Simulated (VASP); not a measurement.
Input of a VASP 6.6.1 run:

The input INCAR:

```
SYSTEM = LiF
ALGO     = Normal         ! electronic algorithm
EDIFF    = 1E-6           ! SCF threshold, eV
ENCUT    = 520            ! plane-wave cutoff, eV
GGA      = PE             ! functional
ISIF     = 2              ! what is computed and relaxed
ISMEAR   = 0              ! smearing method
LASPH    = .TRUE.         ! aspherical terms in the spheres
LCHARG   = .FALSE.        ! write CHGCAR
LREAL    = .FALSE.        ! projectors in reciprocal space
LWAVE    = .FALSE.        ! write WAVECAR
NBANDS   = 18             ! bands
NELM     = 100            ! most SCF steps
PREC     = Accurate       ! precision mode
SIGMA    = 0.05           ! smearing width, eV
```

KPOINTS

```
k-points
0
G
  9 9 6
  0 0 0
```

File POSCAR:

```
LiF
1.0
    2.9499730546      0.0000000000      0.0000000000
   -1.4749865273      2.5547516058      0.0000000000
    0.0000000000      0.0000000000      5.0639237455
Li F
2 2
Direct
    0.3333333333      0.6666666667      0.3810713234
    0.6666666667      0.3333333333      0.8810713234
    0.3333333333      0.6666666667      0.9939266766
    0.6666666667      0.3333333333      0.4939266766
```

Potentials or basis: VASP PAW PBE potentials, release 64 (Li_sv, F).

The run is started by

```console
$ cat potpaw_PBE.64/Li_sv/POTCAR potpaw_PBE.64/F/POTCAR > POTCAR
$ mpirun -np 1 vasp_std > vasp.out
```

(1) Predict the band gap on the k mesh.

(2) What does it give for the largest force?

## Answers

(1) 8.10 eV, direct.

(2) 0.331 eV/Å.
